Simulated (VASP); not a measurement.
Here is a VASP 6.6.1 calculation.

File INCAR:

```
SYSTEM = KCl
PREC = Accurate
ENCUT = 520
EDIFF = 1E-7
ISMEAR = -1
SIGMA = 0.02
LREAL = .FALSE.
LASPH = .TRUE.
NELM = 100
ALGO = Normal
ISIF = 2
LWAVE = .FALSE.
LCHARG = .FALSE.
GGA = PE
NBANDS = 15
```

The input KPOINTS:

```
regular mesh
0
G
  8 8 8
  0 0 0
```

Contents of POSCAR:

```
KCl
1.0
    0.0000000000      3.1448471156      3.1448471156
    3.2253552018      0.0000000000      3.1448471156
    3.2253552018      3.1448471156      0.0000000000
K Cl
1 1
Direct
    0.0000000000      0.0000000000      0.0000000000
    0.5000000000      0.5000000000      0.5000000000
```

Potentials or basis: VASP PAW PBE potentials, release 64 (K_sv, Cl).

Command:

```console
$ cat potpaw_PBE.64/K_sv/POTCAR potpaw_PBE.64/Cl/POTCAR > POTCAR
$ mpirun -np 1 vasp_std > vasp.out
```

(1) What does it give for the pressure?

(2) Estimate the band gap on the k mesh.

Results:

(1) 0.4 GPa.

(2) 5.10 eV, direct.

Caveat: the cell differs from its parent crystal (uniaxial x strain +2.6%).
